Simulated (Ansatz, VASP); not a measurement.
## BN in VASP and in Ansatz

Contents of POSCAR:

```
BN
1.0
    0.0000000000      1.8130010000      1.8130010000
    1.8130010000      0.0000000000      1.8130010000
    1.8130010000      1.8130010000      0.0000000000
B N
1 1
Direct
    0.0000000000      0.0000000000      0.0000000000
    0.7380581229      0.7539806257      0.7539806257
```

File INCAR.step1:

```
SYSTEM = BN
PREC = Accurate ; ENCUT = 520
ISMEAR = 0 ; SIGMA = 0.05
LREAL = .False. ; LASPH = .True.
NELM = 60 ; NBANDS = 11
GGA = PE ; ALGO = Normal
EDIFF = 1E-4 ; LWAVE = .True.
LCHARG = .False.
```

The input INCAR.step2:

```
SYSTEM = BN
PREC = Accurate ; ENCUT = 520
EDIFF = 1E-6 ; ISMEAR = 0
SIGMA = 0.05 ; LREAL = .False.
LASPH = .True. ; NELM = 60
ALGO = Normal ; ISIF = 2
LWAVE = .False. ; LCHARG = .False.
METAGGA = R2SCAN ; LMIXTAU = .True.
NBANDS = 11 ; ISTART = 1
```

The input KPOINTS:

```
regular mesh
0
Gamma
  12 12 12
  0 0 0
```

Input for Ansatz:

```yaml
crystal:
  lattice:
    - [0.0, 1.813001, 1.813001]
    - [1.813001, 0.0, 1.813001]
    - [1.813001, 1.813001, 0.0]
  atoms:
    - { symbol: B, position: [0.0, 0.0, 0.0] }
    - { symbol: "N", position: [0.7380581229, 0.7539806257, 0.7539806257] }
basis:
  ecutwfc: 500
kpoints:
  mp_grid: { grid: [12, 12, 12] }
hamiltonian:
  xc: r2scan
scf:
  occupations: { method: gaussian, width: 0.05 }
output:
  forces: true
  stress: true
  eigenvalues: true
```

Change from the starting cell: all N atoms moved +0.025 Å, as atom 2 towards its neighbour atom 1 (B) at 1.570 Å.

Alike in both runs: task single point; functional r2SCAN; k mesh 12 × 12 × 12; occupations gaussian, width 0.05 eV; no spin polarisation.

|  | VASP | Ansatz |
| --- | --- | --- |
| version | VASP 6.6.1 | Ansatz 0.2.0 |
| potentials or method | VASP PAW PBE potentials, release 64 (B, N), cutoff 520 eV | scalar-relativistic, plane waves, PAW |
| valence electrons in the cell | 8 | 8 |

VASP gave:

| Property | Result |
| --- | --- |
| gap on the k mesh at the Fermi level (eV) | 4.83 |
| least direct gap on the mesh (eV) | 9.25 |
| pressure (GPa) | -3.9 |
| traceless stress, the component that is largest in VASP (GPa) | -0.21 |
| rms of the force components (eV/Å) | 0.362 |

What did Ansatz give for the same quantities?

gap on the k mesh at the Fermi level (eV): 4.85; least direct gap on the mesh (eV): 9.28; pressure (GPa): -5.0; traceless stress, the component that is largest in VASP (GPa): -0.16; rms of the force components (eV/Å): 0.361.

VASP's potentials were made for PBE, not for r2SCAN. Atom by atom the forces differ by 0.001 eV/Å (rms over components). The functional is the same, so the differences come from potentials, cutoffs and numerics.
